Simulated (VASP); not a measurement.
# As (P4_2/mmc) in VASP: further runs

Runs on As. Level: PBE. Tasks: single point, relaxation of cell and atoms.

Program: VASP 6.6.1. These are calculated values, not measurements. Logs are shortened: lines on timing, memory, paths and dates and some standing lists are left out, and cuts for length are marked.

### 1 The cell of the first run

Symmetry: P4_2/mmc, No. 131, tetragonal system. Conventional cell: a = 5.515 Å, b = 5.515 Å, c = 11.031 Å, α = 90.00°, β = 90.00°, γ = 90.00°. Within 3.0 Å of As (site symmetry m2m) lie 3 As at 2.28 to 2.29 Å. Within 3.0 Å of As (site symmetry 2mm) lie 3 As at 2.28 to 2.29 Å.

The cell was generated, and may not be a known phase.

### 2 Single point, PBE

INCAR reads:

```
SYSTEM = As
ALGO = Normal
EDIFF = 1E-7
ENCUT = 520
GGA = PE
ISIF = 2
ISMEAR = 0
LASPH = .TRUE.
LCHARG = .FALSE.
LREAL = .FALSE.
LWAVE = .FALSE.
NBANDS = 30
NELM = 80
PREC = Accurate
SIGMA = 0.1
```

KPOINTS reads:

```
k-points
0
G
  4 4 2
  0 0 0
```

POSCAR reads:

```
As
1.0
    5.5154737000      0.0000000000      0.0000000000
    0.0000000000      5.5154737000      0.0000000000
    0.0000000000      0.0000000000     11.0309483700
As
8
Direct
    0.2930349400      0.0000000000      0.0000000000
    0.7069650600      0.0000000000      0.0000000000
    0.0000000000      0.2930349400      0.5000000000
    0.0000000000      0.7069650600      0.5000000000
    0.0000000000      0.0000000000      0.3534825000
    0.0000000000      0.0000000000      0.8534825000
    0.0000000000      0.0000000000      0.6465175000
    0.0000000000      0.0000000000      0.1465175000
```

Potentials or basis: VASP PAW PBE potentials, release 64 (As).

Launch:

```
$ cat potpaw_PBE.64/As/POTCAR > POTCAR
$ mpirun -np 1 vasp_std > vasp.out
```

OUTCAR:

```text
SYSTEM = As
   EDIFF = 1E-7
   ENCUT = 520
   GGA = PE
   ISIF = 2
   ISMEAR = 0
   LASPH = .TRUE.
   LREAL = .FALSE.
   NELM = 80
   PREC = Accurate

 ion  position               nearest neighbor table
   1  0.293  0.000  0.000-   2 2.28   6 2.29   8 2.29
   2  0.707  0.000  0.000-   1 2.28   6 2.29   8 2.29
   3  0.000  0.293  0.500-   4 2.28   5 2.29   7 2.29
   4  0.000  0.707  0.500-   3 2.28   5 2.29   7 2.29
   5  0.000  0.000  0.353-   8 2.28   4 2.29   3 2.29
   6  0.000  0.000  0.853-   7 2.28   2 2.29   1 2.29
   7  0.000  0.000  0.647-   6 2.28   4 2.29   3 2.29
   8  0.000  0.000  0.147-   5 2.28   2 2.29   1 2.29

  LATTYP: Found a simple tetragonal cell.
 ALAT       =     5.5154737000
 C/A-ratio  =     2.0000001759

  Lattice vectors:

 A1 = (   5.5154737000,   0.0000000000,   0.0000000000)
 A2 = (   0.0000000000,   5.5154737000,   0.0000000000)
 A3 = (   0.0000000000,   0.0000000000,  11.0309483700)

Analysis of symmetry for initial positions (statically):
=====================================================================
 Subroutine PRICEL returns:
 Original cell was already a primitive cell.

 Routine SETGRP: Setting up the symmetry group for a
 simple tetragonal supercell.

 Subroutine GETGRP returns: Found 16 space group operations
 (whereof  8 operations were pure point group operations)
 out of a pool of 16 trial point group operations.

The static configuration has the point symmetry D_2h.
 The point group associated with its full space group is D_4h.

Analysis of symmetry for dynamics (positions and initial velocities):
=====================================================================
 Subroutine PRICEL returns:
 Original cell was already a primitive cell.

 Routine SETGRP: Setting up the symmetry group for a
 simple tetragonal supercell.

 Subroutine GETGRP returns: Found 16 space group operations
 (whereof  8 operations were pure point group operations)
 out of a pool of 16 trial point group operations.

The dynamic configuration has the point symmetry D_2h.
 The point group associated with its full space group is D_4h.

[... 95 lines left out ...]
   ENCUT  =  520.0 eV  38.22 Ry    6.18 a.u.  10.26 10.26 20.51*2*pi/ulx,y,z
   NELM   =     80;   NELMIN=  2; NELMDL= -5     # of ELM steps
   EDIFF  = 0.1E-06   stopping-criterion for ELM
   LREAL  =      F    real-space projection
   EDIFFG = 0.1E-05   stopping-criterion for IOM
   NSW    =      0    number of steps for IOM
   IBRION =     -1    ionic relax: 0-MD 1-quasi-New 2-CG
   NFREE  =      0    steps in history (QN), initial steepest desc. (CG)
   ISIF   =      2    stress and relaxation
   ISYM   =      2    0-nonsym 1-usesym 2-fastsym
   POTIM  = 0.5000    time-step for ionic-motion
   TEBEG  =    0.0;   TEEND  =   0.0 temperature during run
   PSTRESS=    0.0 pullay stress
   NELECT =      40.0000    total number of electrons
   NUPDOWN=      -1.0000    fix difference up-down
   EMIN   =  10.00;   EMAX   =-10.00  energy-range for DOS
   EFERMI =   0.00;   METHOD = LEGACY
   ISMEAR =     0;   SIGMA  =   0.10  broadening in eV -4-tet -1-fermi 0-gaus
   EFERMI_NEDOS =   21; number of points for ismear=-14 and -15
   IALGO  =     38    algorithm
   IMIX   =      4    mixing-type and parameters
     AMIX     =   0.40;   BMIX     =  1.00
     AMIX_MAG =   1.60;   BMIX_MAG =  1.00
  volume/ion in A,a.u.               =      41.95       283.06
  Fermi-wavevector in a.u.,A,eV,Ry     =   0.805691  1.522536  8.832065  0.649138
  Thomas-Fermi vector in A             =   1.913984
   LORBIT       =      0    0 simple, 1 ext, 2 COOP (PROOUT), +10 PAW based schemes
   GGA     = PE    functional components
   LHFCALC =     F    Hartree Fock is set to
   AEXX    =    0.0000 exact exchange contribution
   IVDW    =     0    specifies the selected vdW correction
   LEPSILON=     F    determine dielectric tensor
   LRPA    =     F    only Hartree local field effects (RPA)
 non-spin polarized calculation
 Gauss-broadening in eV      SIGMA  =   0.10
  energy-cutoff  :      520.00
  volume of cell :      335.57
 maximum number of plane-waves:      9132
 NGX is ok and might be reduce to    42
   NGX = 21   NGY = 21   NGZ = 41

 number of electron      39.9999993 magnetization

 Free energy of the ion-electron system (eV)
  ---------------------------------------------------
  ext. energy  EPLUGINS =         0.00000000
  ---------------------------------------------------
  free energy    TOTEN  =       -29.15817586 eV

  energy without entropy =      -29.13191794  energy(sigma->0) =      -29.14504690

 E-fermi :   0.5616     XC(G=0):  -6.3528

 val. band max:        0.5504668090   @ k =   0.5000   0.0000   0.0000
 cond. band min:       0.6034983354   @ k =   0.5000   0.2500   0.0000
 fundamental gap:      0.0530315264
 Fermi energy:         0.5615994890

 k-point     1 :       0.0000    0.0000    0.0000
  band No.  band energies     occupation
      1     -14.7453      2.00000
      2     -14.3072      2.00000
      3     -12.3033      2.00000
      4     -10.4252      2.00000
      5      -9.7842      2.00000
      6      -9.7842      2.00000
[... 385 lines left out ...]
     29       4.7749      0.00000
     30       4.7751      0.00000

------------------------ aborting loop because EDIFF is reached ----------------------------------------

  FORCE on cell =-STRESS in cart. coord.  units (eV):
  Direction    XX          YY          ZZ          XY          YZ          ZX
  --------------------------------------------------------------------------------------
  -------------------------------------------------------------------------------------
  Total       15.5046721     15.5046721     34.2523017      0.0000000      0.0000000      0.0000000
  in kB       74.0277724     74.0277724    163.5391950      0.0000000      0.0000000      0.0000000
  external PRESSURE =     103.8649133 kB  Pullay stress =       0.0000000 kB

 VOLUME and BASIS-vectors are now :
 -----------------------------------------------------------------------------
  energy-cutoff  :      520.00
  volume of cell :      335.57
      direct lattice vectors                 reciprocal lattice vectors
     5.515473700  0.000000000  0.000000000     0.181308090  0.000000000  0.000000000
     0.000000000  5.515473700  0.000000000     0.000000000  0.181308090  0.000000000
     0.000000000  0.000000000 11.030948370     0.000000000  0.000000000  0.090654037

 POSITION                                       TOTAL-FORCE (eV/Angst)
 -----------------------------------------------------------------------------------
      1.61623      0.00000      0.00000         1.569179      0.000000      0.000000
      3.89925      0.00000      0.00000        -1.569179      0.000000      0.000000
      0.00000      1.61623      5.51547         0.000000      1.569179      0.000000
      0.00000      3.89925      5.51547         0.000000     -1.569179      0.000000
      0.00000      0.00000      3.89925         0.000000      0.000000     -1.463947
      0.00000      0.00000      9.41472        -0.000000      0.000000     -1.463947
      0.00000      0.00000      7.13170         0.000000      0.000000      1.463947
      0.00000      0.00000      1.61623         0.000000      0.000000      1.463947
 -----------------------------------------------------------------------------------
    total drift:                                0.000000     -0.000000      0.000000

  FREE ENERGIE OF THE ION-ELECTRON SYSTEM (eV)
  ---------------------------------------------------
  free  energy   TOTEN  =       -29.1581758646 eV

  energy  without entropy=      -29.1319179445  energy(sigma->0) =      -29.14504690
```

OSZICAR:

```text
N       E                     dE             d eps       ncg     rms          rms(c)
DAV:   1     0.208996819285E+03    0.20900E+03   -0.14016E+04   720   0.102E+03
DAV:   2    -0.748984376889E+01   -0.21649E+03   -0.21001E+03   936   0.171E+02
DAV:   3    -0.290291922628E+02   -0.21539E+02   -0.21035E+02   916   0.563E+01
DAV:   4    -0.295456056506E+02   -0.51641E+00   -0.51349E+00   898   0.953E+00
DAV:   5    -0.295560960857E+02   -0.10490E-01   -0.10487E-01   950   0.132E+00    0.969E+00
DAV:   6    -0.292612940457E+02    0.29480E+00   -0.26854E-01   850   0.188E+00    0.564E+00
DAV:   7    -0.291520928255E+02    0.10920E+00   -0.32224E-01   808   0.197E+00    0.577E-01
DAV:   8    -0.291552668549E+02   -0.31740E-02   -0.10521E-02   942   0.447E-01    0.188E-01
DAV:   9    -0.291573555796E+02   -0.20887E-02   -0.22349E-03   818   0.215E-01    0.576E-02
DAV:  10    -0.291580093799E+02   -0.65380E-03   -0.40185E-04   822   0.984E-02    0.269E-02
DAV:  11    -0.291581669301E+02   -0.15755E-03   -0.14714E-04   816   0.589E-02    0.828E-03
DAV:  12    -0.291581752591E+02   -0.83290E-05   -0.20332E-05   860   0.222E-02    0.393E-03
DAV:  13    -0.291581750307E+02    0.22839E-06   -0.22218E-06   814   0.878E-03    0.220E-03
DAV:  14    -0.291581756390E+02   -0.60833E-06   -0.15694E-07   688   0.239E-03    0.618E-04
DAV:  15    -0.291581758595E+02   -0.22043E-06   -0.79737E-08   610   0.186E-03    0.189E-04
DAV:  16    -0.291581758646E+02   -0.51534E-08   -0.62444E-09   564   0.531E-04
   1 F= -.29158176E+02 E0= -.29145047E+02  d E =-.262579E-01
```

Wall time 85 s (1 thread of Intel Xeon 6975P-C (Granite Rapids), shared host); peak memory 0.38 GiB.

Results:

* Free energy: -29.1582 eV
* Pressure: 10.4 GPa
* Largest force: 1.569 eV/Å
* Band gap on the k mesh: zero (bands 20 and 21 overlap by 0.49 eV)

Forces on the atoms (eV/Å):
```
As   1.569  0.000  0.000
As  -1.569  0.000  0.000
As   0.000  1.569  0.000
As   0.000 -1.569  0.000
As   0.000  0.000 -1.464
As   0.000  0.000 -1.464
As   0.000  0.000  1.464
As   0.000  0.000  1.464
```

Stress tensor (GPa, compression positive):
```
 7.40  0.00  0.00
 0.00  7.40  0.00
 0.00  0.00 16.35
```

Levels at points of the mesh, in eV from the Fermi level:
| k point | band 18 | band 19 | band 20 | band 21 | band 22 | band 23 |
| --- | --- | --- | --- | --- | --- | --- |
| (0.00, 0.00, 0.00) | -0.77 | -0.39 | -0.39 | 0.16 | 0.20 | 0.22 |
| (0.50, 0.00, 0.00) | -0.90 | -0.78 | -0.31 | -0.30 | -0.01 | 0.36 |
| (0.50, 0.50, 0.00) | -2.22 | -1.27 | -1.27 | -0.09 | 0.69 | 0.69 |
| (0.00, 0.00, 0.50) | -1.07 | 0.19 | 0.19 | 0.46 | 0.46 | 1.56 |
| (0.50, 0.00, 0.50) | -1.54 | -0.61 | -0.01 | 0.10 | 0.32 | 1.65 |
| (0.50, 0.50, 0.50) | -2.50 | -1.57 | -1.57 | 1.03 | 1.03 | 1.57 |

Caveat: the stress differs along the axes, from 7 to 16 GPa; forces of over 1 eV/Å act on the atoms, so gaps and moduli don't describe the material at rest.

### 3 Single point, PBE

This run uses another cell than the first one, of 49.12 Å³/atom.

INCAR reads:

```
PREC = Accurate
ENCUT = 520
EDIFF = 1E-6
ISMEAR = 0
SIGMA = 0.1
LREAL = False
LASPH = True
NELM = 100
ALGO = Normal
ISIF = 2
LWAVE = False
LCHARG = False
GGA = PE
NBANDS = 30
```

KPOINTS reads:

```
regular mesh
0
Gamma
  4 4 2
```

POSCAR reads:

```
As
1.0
    5.5667730130      0.0000000000      0.0000000000
    0.0000000000      5.5667730130      0.0000000000
    0.0000000000      0.0000000000     12.6801446413
As
8
Direct
    0.2869497544      0.0000000000      0.0000000000
    0.7130502456      0.0000000000      0.0000000000
    0.0000000000      0.2869497544      0.5000000000
    0.0000000000      0.7130502456      0.5000000000
    0.0000000000      0.0000000000      0.3454406147
    0.0000000000      0.0000000000      0.8454406147
    0.0000000000      0.0000000000      0.6545593853
    0.0000000000      0.0000000000      0.1545593853
```

Potentials or basis: VASP PAW PBE potentials, release 64 (As).

Launch:

```
$ cat potpaw_PBE.64/As/POTCAR > POTCAR
$ mpirun -np 1 vasp_std > vasp.out
```

It took 80 s on 1 thread of Intel Xeon 6975P-C (Granite Rapids), shared host; peak memory 0.43 GiB.

The run converged. Its results:

* Free energy: -31.9850 eV
* Pressure: 0.2 GPa
* Largest force: 0.027 eV/Å
* Band gap on the k mesh: zero (bands 20 and 21 overlap by 0.77 eV)

Forces in eV/Å, atoms in the order of the input:
```
As  -0.009  0.000  0.000
As   0.009  0.000  0.000
As   0.000 -0.009  0.000
As   0.000  0.009  0.000
As   0.000  0.000  0.027
As   0.000  0.000  0.027
As   0.000  0.000 -0.027
As   0.000  0.000 -0.027
```

Stress tensor (GPa, compression positive):
```
0.12 0.00 0.00
0.00 0.12 0.00
0.00 0.00 0.41
```

Levels at points of the mesh, in eV from the Fermi level:
| k point | band 18 | band 19 | band 20 | band 21 | band 22 | band 23 |
| --- | --- | --- | --- | --- | --- | --- |
| (0.00, 0.00, 0.00) | -0.56 | -0.48 | -0.48 | 0.54 | 0.74 | 0.76 |
| (0.50, 0.00, 0.00) | -0.62 | -0.51 | -0.44 | -0.30 | 0.06 | 0.56 |
| (0.50, 0.50, 0.00) | -1.71 | -0.91 | -0.91 | 0.39 | 0.39 | 0.45 |
| (0.00, 0.00, 0.50) | -1.20 | 0.47 | 0.47 | 0.75 | 0.75 | 0.91 |
| (0.50, 0.00, 0.50) | -1.17 | -1.16 | -0.29 | 0.08 | 0.56 | 1.08 |
| (0.50, 0.50, 0.50) | -1.83 | -1.11 | -1.11 | 0.59 | 0.59 | 1.11 |

### 4 Relaxation of cell and atoms, PBE

INCAR reads:

```
ALGO     = Normal         # electronic algorithm
EDIFF    = 1E-6           # SCF threshold, eV
EDIFFG   = -0.04          # ionic threshold
ENCUT    = 600            # plane-wave cutoff, eV
GGA      = PE             # functional
IBRION   = 2              # ionic algorithm
ISIF     = 3              # what is computed and relaxed
ISMEAR   = 0              # smearing method
LASPH    = True           # aspherical terms in the spheres
LCHARG   = False          # write CHGCAR
LREAL    = False          # projectors in reciprocal space
LWAVE    = False          # write WAVECAR
NELM     = 80             # most SCF steps
NSW      = 90             # ionic steps
PREC     = Accurate       # precision mode
SIGMA    = 0.1            # smearing width, eV
```

KPOINTS reads:

```
k-points
0
Gamma
  4 4 2
```

POSCAR reads:

```
As
1.0
    5.5154737000      0.0000000000      0.0000000000
    0.0000000000      5.5154737000      0.0000000000
    0.0000000000      0.0000000000     11.0309483700
As
8
Direct
    0.2930349400      0.0000000000      0.0000000000
    0.7069650600      0.0000000000      0.0000000000
    0.0000000000      0.2930349400      0.5000000000
    0.0000000000      0.7069650600      0.5000000000
    0.0000000000      0.0000000000      0.3534825000
    0.0000000000      0.0000000000      0.8534825000
    0.0000000000      0.0000000000      0.6465175000
    0.0000000000      0.0000000000      0.1465175000
```

Launch:

```
$ cat potpaw_PBE.64/As/POTCAR > POTCAR
$ mpirun -np 1 vasp_std > vasp.out
```

Wall time 11 min (1 thread of Intel Xeon 6975P-C (Granite Rapids), shared host); peak memory 0.54 GiB.

The run converged. Its results:

- Free energy: -31.9866 eV
- Relaxed volume: 49.68 Å³/atom
- Relaxed cell: a = 5.588 Å, b = 5.588 Å, c = 12.731 Å, α = 90.00°, β = 90.00°, γ = 90.00°
- Space group after relaxing (to 0.1 Å): P4_2/mmc (No. 131)
- Energy gained by relaxing: 353.5 meV/atom
- Ionic steps: 12
- Pressure after relaxing: -0.1 GPa
- Largest force after relaxing: 0.018 eV/Å
- Band gap on the k mesh: zero (bands 20 and 21 overlap by 0.76 eV)

Forces in eV/Å, atoms in the order of the input:
```
As  -0.012  0.000  0.000
As   0.012  0.000  0.000
As   0.000 -0.012  0.000
As   0.000  0.012  0.000
As   0.000  0.000  0.018
As   0.000  0.000  0.018
As   0.000  0.000 -0.018
As   0.000  0.000 -0.018
```

The path:
| step | energy change (eV) | largest force (eV/Å) | pressure (GPa) | volume (Å³) |
| --- | --- | --- | --- | --- |
| 1 | 0.0000 | 1.5692 | 10.38 | 335.57 |
| 2 | -1.7713 | 0.7943 | -2.80 | 484.10 |
| 3 | -2.6793 | 0.6814 | 0.06 | 416.01 |
| 4 | -2.6796 | 0.6643 | 0.17 | 414.30 |
| 5 | -2.7406 | 0.1907 | -0.12 | 418.13 |
| 6 | -2.7458 | 0.0176 | -0.25 | 420.03 |
| 7 | -2.7674 | 0.0037 | -0.21 | 416.06 |
| 8 | -2.8135 | 0.1016 | -0.09 | 404.05 |
| 9 | -2.7635 | 0.4253 | 0.26 | 379.72 |
| 10 | -2.8227 | 0.1442 | -0.02 | 398.02 |
| 11 | -2.8259 | 0.1135 | -0.11 | 397.13 |
| 12 | -2.8278 | 0.0179 | -0.08 | 397.48 |

Final structure:
```
CELL_PARAMETERS angstrom
5.58766 0.00000 0.00000
0.00000 5.58766 0.00000
0.00000 0.00000 12.73063
ATOMIC_POSITIONS crystal
As 0.28707 0.00000 0.00000
As 0.71293 0.00000 0.00000
As 0.00000 0.28707 0.50000
As 0.00000 0.71293 0.50000
As 0.00000 0.00000 0.34572
As 0.00000 0.00000 0.84572
As 0.00000 0.00000 0.65428
As 0.00000 0.00000 0.15428
```

Levels at points of the mesh, in eV from the Fermi level:
```csv
k point,band 18,band 19,band 20,band 21,band 22,band 23
"(0.00, 0.00, 0.00)",-0.54,-0.46,-0.46,0.55,0.74,0.76
"(0.50, 0.00, 0.00)",-0.64,-0.49,-0.45,-0.27,0.07,0.56
"(0.50, 0.50, 0.00)",-1.73,-0.88,-0.88,0.41,0.41,0.43
"(0.00, 0.00, 0.50)",-1.16,0.48,0.48,0.75,0.75,0.91
"(0.50, 0.00, 0.50)",-1.14,-1.12,-0.30,0.10,0.56,1.06
"(0.50, 0.50, 0.50)",-1.80,-1.07,-1.07,0.56,0.56,1.13
```

Caveat: the volume moved by over 15 % at a fixed basis, so the end points are rough.

### 5 The runs side by side

| task | cell | cutoff (eV) | gap on the mesh (eV) | pressure (GPa) | largest force (eV/Å) |
| --- | --- | --- | --- | --- | --- |
| single point | a = 5.515, b = 5.515, c = 11.031 Å, 8 atoms, atomic positions A | 520 | none | 10.4 | 1.57 |
| single point | a = 5.567, b = 5.567, c = 12.680 Å, 8 atoms, atomic positions B | 520 | none | 0.2 | 0.03 |
| relaxation of cell and atoms | relaxed from a = 5.515, b = 5.515, c = 11.031 Å, 8 atoms, atomic positions A | 600 | none | -0.1 | 0.02 |

Alike in all rows: level PBE; potentials or basis VASP PAW PBE potentials, release 64 (As); no spin polarisation; k mesh 4 × 4 × 2; smearing gaussian 0.1 eV.

Caveats: the stress differs along the axes, from 7 to 16 GPa (at least some runs); forces of over 1 eV/Å act on the atoms, so gaps and moduli don't describe the material at rest (at least some runs); the volume moved by over 15 % at a fixed basis, so the end points are rough (at least some runs).

Absolute energies hang on the potentials; compare differences alone.

The gap in the log of VASP goes by the Fermi energy; the results here count the filled bands.